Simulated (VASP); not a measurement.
# TaN (I4/mmm) in VASP: notebook

The runs below take TaN through single point, with PBEsol.

All numbers are computed with VASP 6.6.1; they aren't measurements. Logs are shortened: lines on timing, memory, paths and dates and some standing lists are left out, and cuts for length are marked.

## Step 1: The cell of the first run

The structure is tetragonal, space group I4/mmm (No. 139). The conventional cell has a = 2.927 Å, b = 2.927 Å, c = 4.358 Å, α = 90.00°, β = 90.00°, γ = 90.00°. Ta (site symmetry 4/mmm) has 6 N at 2.07 to 2.18 Å within 2.7 Å. Within 2.7 Å of N (site symmetry 4/mmm) lie 6 Ta at 2.07 to 2.18 Å.

## Step 2: Single point, PBEsol (strain -0.050 along x and y, +0.000 along z)

Input file INCAR:

```
ALGO = Normal ; EDIFF = 1E-6
ENCUT = 520 ; GGA = PS
ISIF = 2 ; ISMEAR = 0
LASPH = T ; LCHARG = T
LELF = T ; LREAL = F
LVHAR = T ; LWAVE = F
NBANDS = 15 ; NELM = 60
PREC = Accurate ; SIGMA = 0.15
```

Input file KPOINTS:

```
k-points
0
Gamma
  18 18 18
```

Input file POSCAR:

```
TaN
1.0
    0.0000000000      2.0700500000      2.1790000000
    2.0700500000      0.0000000000      2.1790000000
    2.0700500000      2.0700500000      0.0000000000
Ta N
1 1
Direct
    0.5000000000      0.5000000000      0.5000000000
    0.0000000000      0.0000000000      0.0000000000
```

Potentials or basis: VASP PAW PBE potentials, release 64 (Ta_pv, N).

Command:

```
$ cat potpaw_PBE.64/Ta_pv/POTCAR potpaw_PBE.64/N/POTCAR > POTCAR
$ mpirun -np 1 vasp_std > vasp.out
```

OUTCAR:

```text
EDIFF = 1E-6
   ENCUT = 520
   GGA = PS
   ISIF = 2
   ISMEAR = 0
   LASPH = T
   LREAL = F
   NELM = 60
   PREC = Accurate

 ion  position               nearest neighbor table
   1  0.500  0.500  0.500-   2 2.07   2 2.07   2 2.07   2 2.07   2 2.18   2 2.18
   2  0.000  0.000  0.000-   1 2.07   1 2.07   1 2.07   1 2.07   1 2.18   1 2.18

  LATTYP: Found a body centered tetragonal cell.
 ALAT       =     2.9274927848
 C/A-ratio  =     1.4886458551

  Lattice vectors:

 A1 = (  -2.0700500000,   0.0000000000,   2.1790000000)
 A2 = (   2.0700500000,   0.0000000000,   2.1790000000)
 A3 = (   0.0000000000,   2.0700500000,  -2.1790000000)

Analysis of symmetry for initial positions (statically):
=====================================================================
 Subroutine PRICEL returns:
 Original cell was already a primitive cell.

 Routine SETGRP: Setting up the symmetry group for a
 body centered tetragonal supercell.

 Subroutine GETGRP returns: Found 16 space group operations
 (whereof 16 operations were pure point group operations)
 out of a pool of 16 trial point group operations.

The static configuration has the point symmetry D_4h.

Analysis of symmetry for dynamics (positions and initial velocities):
=====================================================================
 Subroutine PRICEL returns:
 Original cell was already a primitive cell.

 Routine SETGRP: Setting up the symmetry group for a
 body centered tetragonal supercell.

 Subroutine GETGRP returns: Found 16 space group operations
 (whereof 16 operations were pure point group operations)
 out of a pool of 16 trial point group operations.

The dynamic configuration has the point symmetry D_4h.

 Subroutine INISYM returns: Found 16 space group operations
 (whereof 16 operations are pure point group operations),
 and found     1 'primitive' translations

----------------------------------------------------------------------------------------

                                     Primitive cell

  volume of cell :      18.6745

  direct lattice vectors                    reciprocal lattice vectors
     0.000000000  2.070050000  2.179000000    -0.241540059  0.241540059  0.229463056
     2.070050000  0.000000000  2.179000000     0.241540059 -0.241540059  0.229463056
     2.070050000  2.070050000  0.000000000     0.241540059  0.241540059 -0.229463056

  length of vectors
     3.005519589  3.005519589  2.927492785     0.411505158  0.411505158  0.411505158

  position of ions in fractional coordinates (direct lattice)
     0.500000000  0.500000000  0.500000000
     0.000000000  0.000000000  0.000000000

  ion indices of the primitive-cell ions
[... 82 lines left out ...]
   ISYM   =      2    0-nonsym 1-usesym 2-fastsym
   POTIM  = 0.5000    time-step for ionic-motion
   TEBEG  =    0.0;   TEEND  =   0.0 temperature during run
   PSTRESS=    0.0 pullay stress
   NELECT =      16.0000    total number of electrons
   NUPDOWN=      -1.0000    fix difference up-down
   EMIN   =  10.00;   EMAX   =-10.00  energy-range for DOS
   EFERMI =   0.00;   METHOD = LEGACY
   ISMEAR =     0;   SIGMA  =   0.15  broadening in eV -4-tet -1-fermi 0-gaus
   EFERMI_NEDOS =   21; number of points for ismear=-14 and -15
   IALGO  =     38    algorithm
   IMIX   =      4    mixing-type and parameters
     AMIX     =   0.40;   BMIX     =  1.00
     AMIX_MAG =   1.60;   BMIX_MAG =  1.00
  volume/ion in A,a.u.               =       9.34        63.01
  Fermi-wavevector in a.u.,A,eV,Ry     =   1.554886  2.938308 32.894400  2.417670
  Thomas-Fermi vector in A             =   2.658907
   LORBIT       =      0    0 simple, 1 ext, 2 COOP (PROOUT), +10 PAW based schemes
   GGA     = PS    functional components
   LHFCALC =     F    Hartree Fock is set to
   AEXX    =    0.0000 exact exchange contribution
   IVDW    =     0    specifies the selected vdW correction
   LEPSILON=     F    determine dielectric tensor
   LRPA    =     F    only Hartree local field effects (RPA)
 non-spin polarized calculation
 Gauss-broadening in eV      SIGMA  =   0.15
  energy-cutoff  :      520.00
  volume of cell :       18.67
 maximum number of plane-waves:       533
   NGX = 11   NGY = 11   NGZ = 11

 number of electron      16.0000002 magnetization

 Free energy of the ion-electron system (eV)
  ---------------------------------------------------
  ext. energy  EPLUGINS =         0.00000000
  ---------------------------------------------------
  free energy    TOTEN  =       -22.75447706 eV

  energy without entropy =      -22.74638194  energy(sigma->0) =      -22.75042950

 E-fermi :  10.8982     XC(G=0): -14.3122

 val. band max:       10.8934780925   @ k =  -0.3333   0.2222   0.4444
 cond. band min:      10.8985373813   @ k =   0.1667   0.1667   0.0000
 fundamental gap:      0.0050592889
 Fermi energy:        10.8982064349

 k-point     1 :       0.0000    0.0000    0.0000
  band No.  band energies     occupation
      1     -24.5351      2.00000
      2     -24.5265      2.00000
      3     -24.5265      2.00000
      4      -8.9996      2.00000
      5       6.5141      2.00000
      6       6.8563      2.00000
      7       6.8563      2.00000
      8       7.9059      2.00000
      9       8.6446      2.00000
     10       8.6446      2.00000
     11      10.1936      2.00000
     12      11.3831      0.00000
     13      14.0736      0.00000
     14      20.3552      0.00000
[... 401 lines left out ...]
      2     -24.6549      2.00000
      3     -24.5396      2.00000
      4      -7.2522      2.00000
      5       2.5640      2.00000
      6       3.6827      2.00000
      7       3.9500      2.00000
      8       9.9226      2.00000
      9      10.1186      2.00000
     10      10.9883      0.39544
     11      13.2861      0.00000
     12      16.7489      0.00000
     13      17.3435      0.00000
     14      23.5983      0.00000
     15      24.3511      0.00000

 [... further k-points ...]
[... 5 lines left out ...]
  --------------------------------------------------------------------------------------
  -------------------------------------------------------------------------------------
  Total        8.6431348      8.6431348      2.8621338      0.0000000      0.0000000      0.0000000
  in kB      741.5372457    741.5372457    245.5566014      0.0000000      0.0000000      0.0000000
  external PRESSURE =     576.2103643 kB  Pullay stress =       0.0000000 kB

 VOLUME and BASIS-vectors are now :
 -----------------------------------------------------------------------------
  energy-cutoff  :      520.00
  volume of cell :       18.67
      direct lattice vectors                 reciprocal lattice vectors
     0.000000000  2.070050000  2.179000000    -0.241540059  0.241540059  0.229463056
     2.070050000  0.000000000  2.179000000     0.241540059 -0.241540059  0.229463056
     2.070050000  2.070050000  0.000000000     0.241540059  0.241540059 -0.229463056

 POSITION                                       TOTAL-FORCE (eV/Angst)
 -----------------------------------------------------------------------------------
      2.07005      2.07005      2.17900         0.000000     -0.000000      0.000000
      0.00000      0.00000      0.00000        -0.000000      0.000000     -0.000000
 -----------------------------------------------------------------------------------
    total drift:                                0.000000     -0.000000     -0.000000

  FREE ENERGIE OF THE ION-ELECTRON SYSTEM (eV)
  ---------------------------------------------------
  free  energy   TOTEN  =       -22.7544770620 eV

  energy  without entropy=      -22.7463819369  energy(sigma->0) =      -22.75042950
```

Run time: 72 s. Hardware: 1 thread of AMD EPYC 9R45 (Zen 5), shared host; peak memory 0.23 GiB.

What came out:

| Property | Result |
| --- | --- |
| Free energy | -22.7545 eV |
| Pressure | 57.6 GPa |
| Band gap on the k mesh | zero (band 8 reaches 13.07 eV, above the bottom of band 9 at 8.51 eV) |

Stress tensor (GPa, compression positive):
```
74.15  0.00  0.00
 0.00 74.15  0.00
 0.00  0.00 24.56
```

Caveat: the cell differs from its parent crystal (strain -0.050 along x and y, +0.000 along z); the PAW data sets were made with another functional, which shifts forces and pressure a little; spin-orbit coupling is left out, which moves the levels of the heavy elements.

## Step 3: Single point, PBEsol (strain -0.025 along x and y, -0.050 along z)

Input file INCAR:

```
SYSTEM = TaN
  PREC = Accurate
  ENCUT = 520
  EDIFF = 1E-6
  ISMEAR = 0
  SIGMA = 0.15
  LREAL = .False.
  LASPH = .True.
  NELM = 80
  ALGO = Normal
  ISIF = 2
  LWAVE = .False.
  LCHARG = .False.
  GGA = PS
  NBANDS = 15
```

Input file KPOINTS:

```
regular mesh
0
Gamma
  18 18 18
  0 0 0
```

Input file POSCAR:

```
TaN
1.0
    0.0000000000      2.1245250000      2.0700500000
    2.1245250000      0.0000000000      2.0700500000
    2.1245250000      2.1245250000      0.0000000000
Ta N
1 1
Direct
    0.5000000000      0.5000000000      0.5000000000
    0.0000000000      0.0000000000      0.0000000000
```

Potentials or basis: VASP PAW PBE potentials, release 64 (Ta_pv, N).

Command:

```
$ cat potpaw_PBE.64/Ta_pv/POTCAR potpaw_PBE.64/N/POTCAR > POTCAR
$ mpirun -np 1 vasp_std > vasp.out
```

OUTCAR:

```text
SYSTEM = TaN
   PREC = Accurate
   ENCUT = 520
   EDIFF = 1E-6
   ISMEAR = 0
   LREAL = .False.
   LASPH = .True.
   NELM = 80
   ISIF = 2
   GGA = PS

 ion  position               nearest neighbor table
   1  0.500  0.500  0.500-   2 2.07   2 2.07   2 2.12   2 2.12   2 2.12   2 2.12
   2  0.000  0.000  0.000-   1 2.07   1 2.07   1 2.12   1 2.12   1 2.12   1 2.12

  LATTYP: Found a body centered tetragonal cell.
 ALAT       =     3.0045320686
 C/A-ratio  =     1.3779516762

  Lattice vectors:

 A1 = (   0.0000000000,  -2.1245250000,  -2.0700500000)
 A2 = (   0.0000000000,   2.1245250000,  -2.0700500000)
 A3 = (   2.1245250000,   0.0000000000,   2.0700500000)

Analysis of symmetry for initial positions (statically):
=====================================================================
 Subroutine PRICEL returns:
 Original cell was already a primitive cell.

 Routine SETGRP: Setting up the symmetry group for a
 body centered tetragonal supercell.

 Subroutine GETGRP returns: Found 16 space group operations
 (whereof 16 operations were pure point group operations)
 out of a pool of 16 trial point group operations.

The static configuration has the point symmetry D_4h.

Analysis of symmetry for dynamics (positions and initial velocities):
=====================================================================
 Subroutine PRICEL returns:
 Original cell was already a primitive cell.

 Routine SETGRP: Setting up the symmetry group for a
 body centered tetragonal supercell.

 Subroutine GETGRP returns: Found 16 space group operations
 (whereof 16 operations were pure point group operations)
 out of a pool of 16 trial point group operations.

The dynamic configuration has the point symmetry D_4h.

 Subroutine INISYM returns: Found 16 space group operations
 (whereof 16 operations are pure point group operations),
 and found     1 'primitive' translations

----------------------------------------------------------------------------------------

                                     Primitive cell

  volume of cell :      18.6868

[... 114 lines left out ...]
   LHFCALC =     F    Hartree Fock is set to
   AEXX    =    0.0000 exact exchange contribution
   IVDW    =     0    specifies the selected vdW correction
   LEPSILON=     F    determine dielectric tensor
   LRPA    =     F    only Hartree local field effects (RPA)
 non-spin polarized calculation
 Gauss-broadening in eV      SIGMA  =   0.15
  energy-cutoff  :      520.00
  volume of cell :       18.69
 maximum number of plane-waves:       532
 NGX is ok and might be reduce to    24
   NGX = 11   NGY = 11   NGZ = 11

 number of electron      16.0000002 magnetization

 Free energy of the ion-electron system (eV)
  ---------------------------------------------------
  ext. energy  EPLUGINS =         0.00000000
  ---------------------------------------------------
  free energy    TOTEN  =       -22.83438130 eV

  energy without entropy =      -22.82661499  energy(sigma->0) =      -22.83049815

 E-fermi :  10.9026     XC(G=0): -14.3123

 val. band max:       10.8979083874   @ k =  -0.2778   0.1667   0.0000
 cond. band min:      10.9069557431   @ k =  -0.2778   0.0000   0.1667
 fundamental gap:      0.0090473556
 Fermi energy:        10.9026333482

 k-point     1 :       0.0000    0.0000    0.0000
  band No.  band energies     occupation
      1     -24.5515      2.00000
      2     -24.5486      2.00000
      3     -24.5486      2.00000
      4      -8.9923      2.00000
      5       6.6706      2.00000
      6       6.6706      2.00000
      7       6.8692      2.00000
      8       8.2564      2.00000
      9       8.2564      2.00000
     10       8.6174      2.00000
     11      10.7327      1.89086
     12      11.0344      0.21420
     13      13.7989      0.00000
     14      20.3232      0.00000
[... 401 lines left out ...]
      2     -24.6497      2.00000
      3     -24.6026      2.00000
      4      -7.3733      2.00000
      5       2.5594      2.00000
      6       3.6725      2.00000
      7       4.3283      2.00000
      8       9.7463      2.00000
      9       9.8631      2.00000
     10      11.1125      0.04789
     11      14.8781      0.00000
     12      15.7577      0.00000
     13      16.3979      0.00000
     14      23.5671      0.00000
     15      24.2744      0.00000

 [... further k-points ...]
[... 5 lines left out ...]
  --------------------------------------------------------------------------------------
  -------------------------------------------------------------------------------------
  Total        5.2716892      5.2716892      8.6699896      0.0000000      0.0000000     -0.0000000
  in kB      451.9869135    451.9869135    743.3522086      0.0000000      0.0000000     -0.0000000
  external PRESSURE =     549.1086786 kB  Pullay stress =       0.0000000 kB

 VOLUME and BASIS-vectors are now :
 -----------------------------------------------------------------------------
  energy-cutoff  :      520.00
  volume of cell :       18.69
      direct lattice vectors                 reciprocal lattice vectors
     0.000000000  2.124525000  2.070050000    -0.235346725  0.235346725  0.241540059
     2.124525000  0.000000000  2.070050000     0.235346725 -0.235346725  0.241540059
     2.124525000  2.124525000  0.000000000     0.235346725  0.235346725 -0.241540059

 POSITION                                       TOTAL-FORCE (eV/Angst)
 -----------------------------------------------------------------------------------
      2.12453      2.12453      2.07005         0.000000     -0.000000      0.000000
      0.00000      0.00000      0.00000        -0.000000      0.000000      0.000000
 -----------------------------------------------------------------------------------
    total drift:                                0.000000     -0.000000     -0.000000

  FREE ENERGIE OF THE ION-ELECTRON SYSTEM (eV)
  ---------------------------------------------------
  free  energy   TOTEN  =       -22.8343813001 eV

  energy  without entropy=      -22.8266149925  energy(sigma->0) =      -22.83049815
```

stdout:

```text
POSCAR found type information on POSCAR TaN
 POSCAR found :  2 types and       2 ions
 scaLAPACK will be used
 -----------------------------------------------------------------------------
|                                                                             |
|                                                                             |
|     You enforced a specific xc type in the INCAR file but a different       |
|     I HOPE YOU KNOW WHAT YOU ARE DOING!                                     |
|                                                                             |
 -----------------------------------------------------------------------------

 LDA part: xc-table for (Slater+PW92), standard interpolation
 POSCAR, INCAR and KPOINTS ok, starting setup
 FFT: planning ... GRIDC
 FFT: planning ... GRID_SOFT
 FFT: planning ... GRID
 WAVECAR not read
 entering main loop
```

Wall time 60 s (1 thread of AMD EPYC 9R45 (Zen 5), shared host); peak memory 0.23 GiB.

Results:

```yaml
Free_energy: -22.8344 eV
Pressure: 54.9 GPa
Band_gap_on_the_k_mesh: zero (band 8 reaches 13.09 eV, above the bottom of band 9 at 8.26 eV)
```

Stress tensor (GPa, compression positive):
```
45.20  0.00  0.00
 0.00 45.20  0.00
 0.00  0.00 74.34
```

Levels at points of the mesh, in eV from the Fermi level:
```tsv
k point	band 4	band 5	band 6	band 7	band 8	band 9	band 10	band 11	band 12	band 13
(0.00, 0.00, 0.00)	-19.89	-4.23	-4.23	-4.03	-2.65	-2.65	-2.29	-0.17	0.13	2.90
(0.50, 0.00, 0.00)	-15.93	-11.51	-8.60	-8.58	2.18	2.46	2.49	4.24	8.65	9.35
(0.50, 0.50, 0.00)	-18.62	-6.56	-6.50	-4.99	-4.99	2.56	4.35	4.35	6.14	8.49
(0.50, 0.00, 0.50)	-18.63	-6.93	-6.44	-4.93	-4.73	2.48	4.14	4.55	6.08	8.31
```

Caveat: the cell differs from its parent crystal (strain -0.025 along x and y, -0.050 along z); the PAW data sets were made with another functional, which shifts forces and pressure a little; spin-orbit coupling is left out, which moves the levels of the heavy elements.

(Part 1 of 2 ends here.)
